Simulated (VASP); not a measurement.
# BN (I-4m2) in VASP: further runs, part 2 of 2

VASP 6.6.1. Earlier steps stand in the parts before.

## 4. Single point, r2SCAN

The input, POSCAR:

```
BN
1.0
    0.0000000000      1.7756987652      1.8644837035
    1.7756987652      0.0000000000      1.8644837035
    1.7756987652      1.7756987652      0.0000000000
B N
1 1
Direct
    0.0000000000      0.0000000000      0.0000000000
    0.7500000000      0.7500000000      0.7500000000
```

The input, INCAR.step1:

```
PREC = Accurate
ENCUT = 520
ISMEAR = 0
SIGMA = 0.05
LREAL = False
LASPH = True
NELM = 100
NBANDS = 11
GGA = PE
ALGO = Normal
EDIFF = 1E-4
LWAVE = True
LCHARG = False
```

The input, INCAR.step2:

```
PREC = Accurate
ENCUT = 520
EDIFF = 1E-7
ISMEAR = 0
SIGMA = 0.05
LREAL = False
LASPH = True
NELM = 100
ALGO = Normal
ISIF = 2
LWAVE = False
LCHARG = True
METAGGA = R2SCAN
LMIXTAU = True
LELF = True
LVHAR = True
NBANDS = 11
ISTART = 1
```

The input, KPOINTS:

```
Automatic mesh
0
Gamma
  12 12 12
```

Potentials or basis: VASP PAW PBE potentials, release 64 (B, N).

Started as:

```
$ cat potpaw_PBE.64/B/POTCAR potpaw_PBE.64/N/POTCAR > POTCAR
$ cp INCAR.step1 INCAR
$ mpirun -np 1 vasp_std > vasp.out
$ cp INCAR.step2 INCAR
$ mpirun -np 1 vasp_std > vasp.out
```

OUTCAR:

```text
PREC = Accurate
   ENCUT = 520
   EDIFF = 1E-7
   ISMEAR = 0
   LREAL = False
   LASPH = True
   NELM = 100
   ISIF = 2
   METAGGA = R2SCAN
   ISTART = 1

 ion  position               nearest neighbor table
   1  0.000  0.000  0.000-   2 1.56   2 1.56   2 1.56   2 1.56
   2  0.750  0.750  0.750-   1 1.56   1 1.56   1 1.56   1 1.56

  LATTYP: Found a body centered tetragonal cell.
 ALAT       =     2.5112172764
 C/A-ratio  =     1.4849242405

  Lattice vectors:

 A1 = (  -1.7756987652,   0.0000000000,   1.8644837035)
 A2 = (   1.7756987652,   0.0000000000,   1.8644837035)
 A3 = (   0.0000000000,   1.7756987652,  -1.8644837035)

Analysis of symmetry for initial positions (statically):
=====================================================================
 Subroutine PRICEL returns:
 Original cell was already a primitive cell.

 Routine SETGRP: Setting up the symmetry group for a
 body centered tetragonal supercell.

 Subroutine GETGRP returns: Found  8 space group operations
 (whereof  8 operations were pure point group operations)
 out of a pool of 16 trial point group operations.

The static configuration has the point symmetry D_2d.

Analysis of symmetry for dynamics (positions and initial velocities):
=====================================================================
 Subroutine PRICEL returns:
 Original cell was already a primitive cell.

 Routine SETGRP: Setting up the symmetry group for a
 body centered tetragonal supercell.

 Subroutine GETGRP returns: Found  8 space group operations
 (whereof  8 operations were pure point group operations)
 out of a pool of 16 trial point group operations.

The dynamic configuration has the point symmetry D_2d.

 Subroutine INISYM returns: Found  8 space group operations
 (whereof  8 operations are pure point group operations),
 and found     1 'primitive' translations

----------------------------------------------------------------------------------------

                                     Primitive cell

  volume of cell :      11.7578

  direct lattice vectors                    reciprocal lattice vectors
     0.000000000  1.775698765  1.864483703    -0.281579291  0.281579291  0.268170754
     1.775698765  0.000000000  1.864483703     0.281579291 -0.281579291  0.268170754
     1.775698765  1.775698765  0.000000000     0.281579291  0.281579291 -0.268170754

  length of vectors
     2.574763210  2.574763210  2.511217276     0.480093062  0.480093062  0.480093062

  position of ions in fractional coordinates (direct lattice)
     0.000000000  0.000000000  0.000000000
     0.750000000  0.750000000  0.750000000

  ion indices of the primitive-cell ions
   primitive index   ion index
                 1           1
                 2           2

----------------------------------------------------------------------------------------

 KPOINTS: Automatic mesh

Automatic generation of k-mesh.
 Grid dimensions read from file:
 generate k-points for:   12   12   12

 Generating k-lattice:

  Cartesian coordinates                     Fractional coordinates (reciprocal lattice)
    -0.023464941  0.023464941  0.022347563     0.083333333  0.000000000  0.000000000
     0.023464941 -0.023464941  0.022347563     0.000000000  0.083333333  0.000000000
     0.023464941  0.023464941 -0.022347563    -0.000000000 -0.000000000  0.083333333

  Length of vectors
     0.040007755  0.040007755  0.040007755

  Shift w.r.t. Gamma in fractional coordinates (k-lattice)
     0.000000000  0.000000000  0.000000000

 Subroutine IBZKPT returns following result:
 ===========================================

 Found    163 irreducible k-points:

 Following reciprocal coordinates:
            Coordinates               Weight
  0.000000  0.000000  0.000000      1.000000
  0.083333 -0.000000  0.000000      8.000000
  0.166667  0.000000  0.000000      8.000000
  0.250000  0.000000  0.000000      8.000000
  0.333333 -0.000000  0.000000      8.000000
  0.416667  0.000000  0.000000      8.000000
[... 16 lines left out ...]
  0.500000  0.166667  0.000000      8.000000
 -0.416667  0.166667  0.000000      8.000000
 [... further k-points ...]
   k-points           NKPTS =    163   k-points in BZ     NKDIM =    163   number of bands    NBANDS=     11
   number of dos      NEDOS =    301   number of ions     NIONS =      2
   total plane-waves  NPLWV =   8000
   dimension x,y,z NGX =    20 NGY =   20 NGZ =   20
   dimension x,y,z NGXF=    40 NGYF=   40 NGZF=   40
   ions per type =               1   1
   NGX,Y,Z   is equivalent  to a cutoff of  12.91, 12.91, 13.24 a.u.
   NGXF,Y,Z  is equivalent  to a cutoff of  25.83, 25.83, 26.48 a.u.
 SYSTEM =  unknown system
   PREC   = accura    normal or accurate (medium, high low for compatibility)
   ISTART =      1    job   : 0-new  1-cont  2-samecut
   ICHARG =      0    charge: 1-file 2-atom 10-const
   ISPIN  =      1    spin polarized calculation?
   LNONCOLLINEAR =      F non collinear calculations
   LSORBIT =      F    spin-orbit coupling
   LASPH  =      T    aspherical Exc in radial PAW
   ENCUT  =  520.0 eV  38.22 Ry    6.18 a.u.   4.79  4.79  4.67*2*pi/ulx,y,z
   NELM   =    100;   NELMIN=  2; NELMDL=  0     # of ELM steps
   EDIFF  = 0.1E-06   stopping-criterion for ELM
   LREAL  =      F    real-space projection
   EDIFFG = 0.1E-05   stopping-criterion for IOM
   NSW    =      0    number of steps for IOM
   IBRION =     -1    ionic relax: 0-MD 1-quasi-New 2-CG
   NFREE  =      0    steps in history (QN), initial steepest desc. (CG)
   ISIF   =      2    stress and relaxation
   ISYM   =      2    0-nonsym 1-usesym 2-fastsym
   POTIM  = 0.5000    time-step for ionic-motion
   TEBEG  =    0.0;   TEEND  =   0.0 temperature during run
   PSTRESS=    0.0 pullay stress
   NELECT =       8.0000    total number of electrons
   NUPDOWN=      -1.0000    fix difference up-down
   EMIN   =  10.00;   EMAX   =-10.00  energy-range for DOS
   EFERMI =   0.00;   METHOD = LEGACY
   ISMEAR =     0;   SIGMA  =   0.05  broadening in eV -4-tet -1-fermi 0-gaus
   EFERMI_NEDOS =   21; number of points for ismear=-14 and -15
   IALGO  =     38    algorithm
   IMIX   =      4    mixing-type and parameters
     AMIX     =   0.40;   BMIX     =  1.00
     AMIX_MAG =   1.60;   BMIX_MAG =  1.00
  volume/ion in A,a.u.               =       5.88        39.67
  Fermi-wavevector in a.u.,A,eV,Ry     =   1.439889  2.720996 28.208703  2.073281
  Thomas-Fermi vector in A             =   2.558695
   LORBIT       =      0    0 simple, 1 ext, 2 COOP (PROOUT), +10 PAW based schemes
   METAGGA = R2SCAN    functional components
   LHFCALC =     F    Hartree Fock is set to
   AEXX    =    0.0000 exact exchange contribution
   IVDW    =     0    specifies the selected vdW correction
   LEPSILON=     F    determine dielectric tensor
   LRPA    =     F    only Hartree local field effects (RPA)
 non-spin polarized calculation
 Gauss-broadening in eV      SIGMA  =   0.05
  energy-cutoff  :      520.00
  volume of cell :       11.76
 maximum number of plane-waves:       334
   NGX =  9   NGY =  9   NGZ =  9

 number of electron       7.9999999 magnetization

 Free energy of the ion-electron system (eV)
  ---------------------------------------------------
  ext. energy  EPLUGINS =         0.00000000
  ---------------------------------------------------
  free energy    TOTEN  =       -19.13217416 eV

  energy without entropy =      -19.13217416  energy(sigma->0) =      -19.13217416

 E-fermi :   7.7251     XC(G=0): -13.6721

 val. band max:        7.4812792874   @ k =   0.0000   0.0000   0.0000
 cond. band min:      12.0093729209   @ k =   0.5000   0.0000   0.5000
 fundamental gap:      4.5280936335
 Fermi energy:         7.7250994351

 k-point     1 :       0.0000    0.0000    0.0000
  band No.  band energies     occupation
      1     -14.0394      2.00000
      2       6.9460      2.00000
      3       7.4813      2.00000
      4       7.4813      2.00000
      5      16.7561      0.00000
      6      16.7561      0.00000
      7      17.1092      0.00000
      8      18.4214      0.00000
      9      33.5409      0.00000
     10      34.5235      0.00000
     11      35.5474      0.00000
[... 309 lines left out ...]
 k-point    24 :      -0.4167    0.1667    0.0000
  band No.  band energies     occupation
      1      -9.3350      2.00000
      2      -3.1569      2.00000
      3       2.5547      2.00000
      4       5.0734      2.00000
      5      17.8805      0.00000
      6      19.9536      0.00000
      7      20.6072      0.00000
      8      24.1081      0.00000
      9      30.1666      0.00000
     10      34.0128      0.00000
     11      35.4763      0.00000

 [... further k-points ...]
[... 5 lines left out ...]
  --------------------------------------------------------------------------------------
  -------------------------------------------------------------------------------------
  Total        0.9095793      0.9095793     -1.5671289      0.0000000      0.0000000      0.0000000
  in kB      123.9435573    123.9435573   -213.5443691      0.0000000      0.0000000      0.0000000
  external PRESSURE =      11.4475818 kB  Pullay stress =       0.0000000 kB

 VOLUME and BASIS-vectors are now :
 -----------------------------------------------------------------------------
  energy-cutoff  :      520.00
  volume of cell :       11.76
      direct lattice vectors                 reciprocal lattice vectors
     0.000000000  1.775698765  1.864483703    -0.281579291  0.281579291  0.268170754
     1.775698765  0.000000000  1.864483703     0.281579291 -0.281579291  0.268170754
     1.775698765  1.775698765  0.000000000     0.281579291  0.281579291 -0.268170754

 POSITION                                       TOTAL-FORCE (eV/Angst)
 -----------------------------------------------------------------------------------
      0.00000      0.00000      0.00000         0.000000      0.000000     -0.000000
      2.66355      2.66355      2.79673        -0.000000     -0.000000      0.000000
 -----------------------------------------------------------------------------------
    total drift:                                0.000001      0.000001     -0.000001

  FREE ENERGIE OF THE ION-ELECTRON SYSTEM (eV)
  ---------------------------------------------------
  free  energy   TOTEN  =       -19.1321741583 eV

  energy  without entropy=      -19.1321741583  energy(sigma->0) =      -19.13217416
```

OUTCAR.step1:

```text
PREC = Accurate
   ENCUT = 520
   ISMEAR = 0
   LREAL = False
   LASPH = True
[... 558 lines left out ...]
      0.00000      0.00000      0.00000         0.000000      0.000000      0.000000
      2.66355      2.66355      2.79673        -0.000000     -0.000000     -0.000000
 -----------------------------------------------------------------------------------
    total drift:                                0.000001      0.000001     -0.000001

  FREE ENERGIE OF THE ION-ELECTRON SYSTEM (eV)
  ---------------------------------------------------
  free  energy   TOTEN  =       -17.4107166739 eV

  energy  without entropy=      -17.4107166739  energy(sigma->0) =      -17.41071667
```

Wall time 52 s (1 thread of AMD EPYC 9R45 (Zen 5), shared host); peak memory 0.11 GiB.

Results:

| Quantity | Value |
| --- | --- |
| Free energy | -19.1322 eV |
| Pressure | 1.1 GPa |
| Band gap on the k mesh | 4.53 eV, indirect (least direct gap 9.27 eV) |

Caveat: the PAW data sets were made with another functional, which shifts forces and pressure a little. A k mesh can miss the band edges.

## 5. Overview

```tsv
cell	gap on the mesh (eV)	pressure (GPa)
a = 2.599, b = 2.599, c = 2.473 Å, angles 61.6, 61.6, 56.8°, 2 atoms	4.10	1.2
a = 2.536, b = 2.536, c = 2.587 Å, angles 59.3, 59.3, 61.3°, 2 atoms	4.26	1.1
a = 2.575, b = 2.575, c = 2.511 Å, angles 60.8, 60.8, 58.4°, 2 atoms	4.53	1.1
```

Alike in all rows: task single point; level r2SCAN; potentials or basis VASP PAW PBE potentials, release 64 (B, N); no spin polarisation; k mesh 12 × 12 × 12; cutoff (eV) 520; smearing gaussian 0.05 eV.

Caveats: the PAW data sets were made with another functional, which shifts forces and pressure a little.

Absolute energies hang on the potentials; compare differences alone.
